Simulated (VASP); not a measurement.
Here is a VASP 6.6.1 calculation.

Contents of INCAR:

```
SYSTEM = Au
AGGAC = 1.0
AGGAX = 1.0
ALDAC = 0.0
ALDAX = 1.0
ALGO = Normal
EDIFF = 1E-7
ENCUT = 520
GGA = B5
ISIF = 2
ISMEAR = -1
IVDW = 12
LASPH = .True.
LCHARG = .True.
LELF = .True.
LREAL = .False.
LVHAR = .True.
LWAVE = .False.
NBANDS = 12
NELM = 60
PREC = Accurate
SIGMA = 0.05
VDW_A1 = 0.4298
VDW_A2 = 4.2359
VDW_S6 = 1.0
VDW_S8 = 2.6996
```

KPOINTS

```
k-points
0
Gamma
  11 11 11
  0 0 0
```

POSCAR

```
Au
1.0
   -1.6416168044      1.6416168044      1.6416168044
    1.6416168044     -1.6416168044      1.6416168044
    1.6416168044      1.6416168044     -1.6416168044
Au
1
Direct
    0.0000000000      0.0000000000      0.0000000000
```

Potentials or basis: VASP PAW PBE potentials, release 64 (Au).

The run is started by

```sh
$ cat potpaw_PBE.64/Au/POTCAR > POTCAR
$ mpirun -np 1 vasp_std > vasp.out
```

Question: Estimate the pressure.

Answer: 0.7 GPa.

Question: Estimate the dispersion energy per atom.

Answer: -1.476 eV.

Caveat: the PAW data sets were made with another functional, which shifts forces and pressure a little; pairwise dispersion overbinds metals, which lowers pressure and volume.
